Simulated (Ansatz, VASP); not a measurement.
**Mg in VASP and in Ansatz**

```xyz
2
Lattice="3.1659 0.0000 0.0000 -1.5830 2.7418 0.0000 0.0000 0.0000 5.1399" Properties=species:S:1:pos:R:3 pbc="T T T"
Mg    1.5830    0.9139    3.8549
Mg    0.0000    1.8278    1.2850
```

Alike in both runs: task single point; functional r2SCAN0; k mesh 5 × 5 × 3; occupations fermi-dirac, width 0.05 eV; no spin polarisation.

|  | VASP | Ansatz |
| --- | --- | --- |
| version | VASP 6.6.1 | Ansatz 0.2.0 |
| potentials or method | VASP PAW PBE potentials, release 64 (Mg) | Ansatz PAW |
| plane-wave cutoff (eV) | 520 | 500 |
| valence electrons in the cell | 4 | 20 |

Ansatz gave:

```
gap on the k mesh at the Fermi level (eV)                     : none
pressure (GPa)                                                : 0.7
traceless stress, the component that is largest in VASP (GPa) : 0.64
```

Q: Estimate VASP's values.

A: gap on the k mesh at the Fermi level (eV): none; pressure (GPa): 0.4; traceless stress, the component that is largest in VASP (GPa): 0.61.

VASP's potentials were made for PBE, not for r2SCAN0. A gap of «none» marks a metal or a gap that the smearing closes. VASP's potentials hold 4 valence electrons a cell and Ansatz's 20, so a difference there can come from the potentials and not from the codes.

The k mesh is coarse, so the values compare programs but aren't converged.
